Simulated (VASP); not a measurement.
# Re (Fm-3m) in VASP: further runs

Re is run at these levels: r2SCAN; tasks: single point.

Program: VASP 6.6.1. These are calculated values, not measurements. Logs are shortened: lines on timing, memory, paths and dates and some standing lists are left out, and cuts for length are marked.

## Step 1: The cell of the first run

It takes space group Fm-3m (No. 225, cubic). The conventional cell has a = 3.932 Å, b = 3.932 Å, c = 3.932 Å, α = 90.00°, β = 90.00°, γ = 90.00°. Re (site symmetry m-3m) has 12 Re at 2.78 Å within 3.7 Å.

This isn't the form of Re at room conditions, which is hcp.

## Step 2: Single point, r2SCAN (15.20 Å³/atom)

POSCAR reads:

```
Re
1.0
    0.0000000000      1.9659982867      1.9659982867
    1.9659982867      0.0000000000      1.9659982867
    1.9659982867      1.9659982867      0.0000000000
Re
1
Direct
    0.0000000000      0.0000000000      0.0000000000
```

INCAR.step1 reads:

```
ALGO     = Normal         # electronic algorithm
EDIFF    = 1E-4           # SCF threshold, eV
ENCUT    = 520            # plane-wave cutoff, eV
GGA      = PE             # functional
ISMEAR   = 0              # smearing method
LASPH    = True           # aspherical terms in the spheres
LCHARG   = False          # write CHGCAR
LREAL    = False          # projectors in reciprocal space
LWAVE    = True           # write WAVECAR
NBANDS   = 10             # bands
NELM     = 80             # most SCF steps
PREC     = Accurate       # precision mode
SIGMA    = 0.1            # smearing width, eV
```

INCAR.step2 reads:

```
ALGO     = Normal         # electronic algorithm
EDIFF    = 1E-6           # SCF threshold, eV
ENCUT    = 520            # plane-wave cutoff, eV
ISIF     = 2              # what is computed and relaxed
ISMEAR   = 0              # smearing method
ISTART   = 1            
LASPH    = True           # aspherical terms in the spheres
LCHARG   = False          # write CHGCAR
LMIXTAU  = True         
LREAL    = False          # projectors in reciprocal space
LWAVE    = False          # write WAVECAR
METAGGA  = R2SCAN         # meta-GGA
NBANDS   = 10             # bands
NELM     = 80             # most SCF steps
PREC     = Accurate       # precision mode
SIGMA    = 0.1            # smearing width, eV
```

KPOINTS reads:

```
k-points
0
Gamma
  18 18 18
```

Potentials or basis: VASP PAW PBE potentials, release 64 (Re).

Started as:

```
$ cat potpaw_PBE.64/Re/POTCAR > POTCAR
$ cp INCAR.step1 INCAR
$ mpirun -np 1 vasp_std > vasp.out
$ cp INCAR.step2 INCAR
$ mpirun -np 1 vasp_std > vasp.out
```

OUTCAR:

```text
EDIFF = 1E-6
   ENCUT = 520
   ISIF = 2
   ISMEAR = 0
   ISTART = 1
   LASPH = True
   LREAL = False
   METAGGA = R2SCAN
   NELM = 80
   PREC = Accurate

 ion  position               nearest neighbor table
   1  0.000  0.000  0.000-

  LATTYP: Found a face centered cubic cell.
 ALAT       =     3.9319965734

  Lattice vectors:

 A1 = (   0.0000000000,   1.9659982867,   1.9659982867)
 A2 = (   1.9659982867,   0.0000000000,   1.9659982867)
 A3 = (   1.9659982867,   1.9659982867,   0.0000000000)

Analysis of symmetry for initial positions (statically):
=====================================================================
 Subroutine PRICEL returns:
 Original cell was already a primitive cell.

 Routine SETGRP: Setting up the symmetry group for a
 face centered cubic supercell.

 Subroutine GETGRP returns: Found 48 space group operations
 (whereof 48 operations were pure point group operations)
 out of a pool of 48 trial point group operations.

The static configuration has the point symmetry O_h .

Analysis of symmetry for dynamics (positions and initial velocities):
=====================================================================
 Subroutine PRICEL returns:
 Original cell was already a primitive cell.

 Routine SETGRP: Setting up the symmetry group for a
 face centered cubic supercell.

 Subroutine GETGRP returns: Found 48 space group operations
 (whereof 48 operations were pure point group operations)
 out of a pool of 48 trial point group operations.

The dynamic configuration has the point symmetry O_h .

 Subroutine INISYM returns: Found 48 space group operations
 (whereof 48 operations are pure point group operations),
 and found     1 'primitive' translations

----------------------------------------------------------------------------------------

                                     Primitive cell

  volume of cell :      15.1978

  direct lattice vectors                    reciprocal lattice vectors
     0.000000000  1.965998287  1.965998287    -0.254323721  0.254323721  0.254323721
     1.965998287  0.000000000  1.965998287     0.254323721 -0.254323721  0.254323721
     1.965998287  1.965998287  0.000000000     0.254323721  0.254323721 -0.254323721

  length of vectors
     2.780341441  2.780341441  2.780341441     0.440501607  0.440501607  0.440501607

  position of ions in fractional coordinates (direct lattice)
     0.000000000  0.000000000  0.000000000

  ion indices of the primitive-cell ions
   primitive index   ion index
                 1           1

----------------------------------------------------------------------------------------

 KPOINTS: k-points

Automatic generation of k-mesh.
 Grid dimensions read from file:
 generate k-points for:   18   18   18

 Generating k-lattice:

  Cartesian coordinates                     Fractional coordinates (reciprocal lattice)
    -0.014129096  0.014129096  0.014129096     0.055555556  0.000000000  0.000000000
     0.014129096 -0.014129096  0.014129096     0.000000000  0.055555556  0.000000000
     0.014129096  0.014129096 -0.014129096     0.000000000  0.000000000  0.055555556

  Length of vectors
     0.024472311  0.024472311  0.024472311

  Shift w.r.t. Gamma in fractional coordinates (k-lattice)
     0.000000000  0.000000000  0.000000000

 Subroutine IBZKPT returns following result:
 ===========================================

 Found    195 irreducible k-points:

 Following reciprocal coordinates:
            Coordinates               Weight
  0.000000  0.000000  0.000000      1.000000
  0.055556  0.000000  0.000000      8.000000
  0.111111  0.000000  0.000000      8.000000
  0.166667  0.000000  0.000000      8.000000
  0.222222  0.000000  0.000000      8.000000
  0.277778  0.000000  0.000000      8.000000
[... 16 lines left out ...]
 -0.277778  0.055556  0.000000     24.000000
 -0.222222  0.055556  0.000000     24.000000
 [... further k-points ...]
   k-points           NKPTS =    195   k-points in BZ     NKDIM =    195   number of bands    NBANDS=     10
   number of dos      NEDOS =    301   number of ions     NIONS =      1
   total plane-waves  NPLWV =  13824
   dimension x,y,z NGX =    24 NGY =   24 NGZ =   24
   dimension x,y,z NGXF=    48 NGYF=   48 NGZF=   48
   ions per type =               1
   NGX,Y,Z   is equivalent  to a cutoff of  14.35, 14.35, 14.35 a.u.
   NGXF,Y,Z  is equivalent  to a cutoff of  28.70, 28.70, 28.70 a.u.
 SYSTEM =  unknown system
   PREC   = accura    normal or accurate (medium, high low for compatibility)
   ISTART =      1    job   : 0-new  1-cont  2-samecut
   ICHARG =      0    charge: 1-file 2-atom 10-const
   ISPIN  =      1    spin polarized calculation?
   LNONCOLLINEAR =      F non collinear calculations
   LSORBIT =      F    spin-orbit coupling
   LASPH  =      T    aspherical Exc in radial PAW
   ENCUT  =  520.0 eV  38.22 Ry    6.18 a.u.   5.17  5.17  5.17*2*pi/ulx,y,z
   NELM   =     80;   NELMIN=  2; NELMDL=  0     # of ELM steps
   EDIFF  = 0.1E-05   stopping-criterion for ELM
   LREAL  =      F    real-space projection
   EDIFFG = 0.1E-04   stopping-criterion for IOM
   NSW    =      0    number of steps for IOM
   IBRION =     -1    ionic relax: 0-MD 1-quasi-New 2-CG
   NFREE  =      0    steps in history (QN), initial steepest desc. (CG)
   ISIF   =      2    stress and relaxation
   ISYM   =      2    0-nonsym 1-usesym 2-fastsym
   POTIM  = 0.5000    time-step for ionic-motion
   TEBEG  =    0.0;   TEEND  =   0.0 temperature during run
   PSTRESS=    0.0 pullay stress
   NELECT =       7.0000    total number of electrons
   NUPDOWN=      -1.0000    fix difference up-down
   EMIN   =  10.00;   EMAX   =-10.00  energy-range for DOS
   EFERMI =   0.00;   METHOD = LEGACY
   ISMEAR =     0;   SIGMA  =   0.10  broadening in eV -4-tet -1-fermi 0-gaus
   EFERMI_NEDOS =   21; number of points for ismear=-14 and -15
   IALGO  =     38    algorithm
   IMIX   =      4    mixing-type and parameters
     AMIX     =   0.40;   BMIX     =  1.00
     AMIX_MAG =   1.60;   BMIX_MAG =  1.00
  volume/ion in A,a.u.               =      15.20       102.56
  Fermi-wavevector in a.u.,A,eV,Ry     =   1.264293  2.389167 21.748051  1.598437
  Thomas-Fermi vector in A             =   2.397606
   LORBIT       =      0    0 simple, 1 ext, 2 COOP (PROOUT), +10 PAW based schemes
   METAGGA = R2SCAN    functional components
   LHFCALC =     F    Hartree Fock is set to
   AEXX    =    0.0000 exact exchange contribution
   IVDW    =     0    specifies the selected vdW correction
   LEPSILON=     F    determine dielectric tensor
   LRPA    =     F    only Hartree local field effects (RPA)
 non-spin polarized calculation
 Gauss-broadening in eV      SIGMA  =   0.10
  energy-cutoff  :      520.00
  volume of cell :       15.20
 maximum number of plane-waves:       419
 NGX is ok and might be reduce to    24
   NGX = 11   NGY = 11   NGZ = 11

 number of electron       7.0000000 magnetization

 Free energy of the ion-electron system (eV)
  ---------------------------------------------------
  ext. energy  EPLUGINS =         0.00000000
  ---------------------------------------------------
  free energy    TOTEN  =       -52.37710340 eV

  energy without entropy =      -52.37275376  energy(sigma->0) =      -52.37492858

 E-fermi :   7.5764     XC(G=0): -14.7944

 val. band max:        7.5660766693   @ k =   0.4444   0.2222   0.0000
 cond. band min:       7.5798630336   @ k =  -0.3889   0.2778   0.0556
 fundamental gap:      0.0137863643
 Fermi energy:         7.5763576240

 k-point     1 :       0.0000    0.0000    0.0000
  band No.  band energies     occupation
      1      -2.8314      2.00000
      2       5.6445      2.00000
      3       5.6445      2.00000
      4       5.6445      2.00000
      5       8.8935      0.00000
      6       8.8935      0.00000
      7      22.0642      0.00000
      8      27.9784      0.00000
      9      27.9784      0.00000
     10      27.9784      0.00000

 k-point     2 :       0.0556    0.0000    0.0000
  band No.  band energies     occupation
      1      -2.6860      2.00000
      2       5.5441      2.00000
      3       5.7124      2.00000
      4       5.7124      2.00000
      5       8.8394      0.00000
      6       8.8394      0.00000
      7      22.3459      0.00000
      8      27.1774      0.00000
      9      28.2393      0.00000
     10      28.2393      0.00000

 k-point     3 :       0.1111    0.0000    0.0000
  band No.  band energies     occupation
      1      -2.2651      2.00000
      2       5.2842      2.00000
      3       5.8904      2.00000
      4       5.8904      2.00000
      5       8.7182      0.00000
      6       8.7182      0.00000
      7      23.1124      0.00000
      8      25.7300      0.00000
      9      28.9975      0.00000
     10      28.9975      0.00000

 k-point     4 :       0.1667    0.0000    0.0000
  band No.  band energies     occupation
      1      -1.6188      2.00000
      2       4.9742      2.00000
      3       6.0907      2.00000
      4       6.0907      2.00000
      5       8.6530      0.00000
      6       8.6530      0.00000
      7      23.7291      0.00000
      8      24.7500      0.00000
      9      30.1858      0.00000
     10      30.1858      0.00000
[... 222 lines left out ...]
 k-point    22 :      -0.3333    0.0556    0.0000
  band No.  band energies     occupation
      1       0.5670      2.00000
      2       5.5092      2.00000
      3       5.7141      2.00000
      4       5.8911      2.00000
      5       9.7563      0.00000
      6      10.7914      0.00000
      7      20.0079      0.00000
      8      23.7187      0.00000
      9      29.6769      0.00000
     10      31.7565      0.00000

 k-point    23 :      -0.2778    0.0556    0.0000
  band No.  band energies     occupation
      1       0.1872      2.00000
      2       4.8495      2.00000
      3       5.9462      2.00000
      4       6.1077      2.00000
      5       9.0109      0.00000
      6      10.0947      0.00000
      7      21.2356      0.00000
      8      25.1460      0.00000
      9      30.8707      0.00000
     10      32.1767      0.00000

 k-point    24 :      -0.2222    0.0556    0.0000
  band No.  band energies     occupation
      1      -0.4727      2.00000
      2       4.6396      2.00000
      3       6.1307      2.00000
      4       6.2671      2.00000
      5       8.4480      0.00000
      6       9.4792      0.00000
      7      22.4397      0.00000
      8      25.7497      0.00000
      9      30.8059      0.00000
     10      32.0177      0.00000

 [... further k-points ...]

------------------------ aborting loop because EDIFF is reached ----------------------------------------

  FORCE on cell =-STRESS in cart. coord.  units (eV):
  Direction    XX          YY          ZZ          XY          YZ          ZX
  --------------------------------------------------------------------------------------
  -------------------------------------------------------------------------------------
  Total       -1.0383005     -1.0383005     -1.0383005     -0.0000000     -0.0000000      0.0000000
  in kB     -109.4596976   -109.4596976   -109.4596976     -0.0000000     -0.0000000      0.0000000
  external PRESSURE =    -109.4596976 kB  Pullay stress =       0.0000000 kB

 VOLUME and BASIS-vectors are now :
 -----------------------------------------------------------------------------
  energy-cutoff  :      520.00
  volume of cell :       15.20
      direct lattice vectors                 reciprocal lattice vectors
     0.000000000  1.965998287  1.965998287    -0.254323721  0.254323721  0.254323721
     1.965998287  0.000000000  1.965998287     0.254323721 -0.254323721  0.254323721
     1.965998287  1.965998287  0.000000000     0.254323721  0.254323721 -0.254323721

 POSITION                                       TOTAL-FORCE (eV/Angst)
 -----------------------------------------------------------------------------------
      0.00000      0.00000      0.00000         0.000000     -0.000000      0.000000
 -----------------------------------------------------------------------------------
    total drift:                               -0.000000      0.000000      0.000000

  FREE ENERGIE OF THE ION-ELECTRON SYSTEM (eV)
  ---------------------------------------------------
  free  energy   TOTEN  =       -52.3771034042 eV

  energy  without entropy=      -52.3727537640  energy(sigma->0) =      -52.37492858
```

Run time: 2.1 min. Hardware: 1 thread of Intel Xeon 8259CL, shared host; peak memory 0.17 GiB.

Results:

- Free energy: -52.3771 eV
- Pressure: -10.9 GPa
- Band gap on the k mesh: zero (an odd number of electrons rules out a gap without spin polarisation)

Caveat: the cell stands under tension; the PAW data sets were made with another functional, which shifts forces and pressure a little; spin-orbit coupling is left out, which moves the levels of the heavy elements.

(Continued in part 2 of 2.)
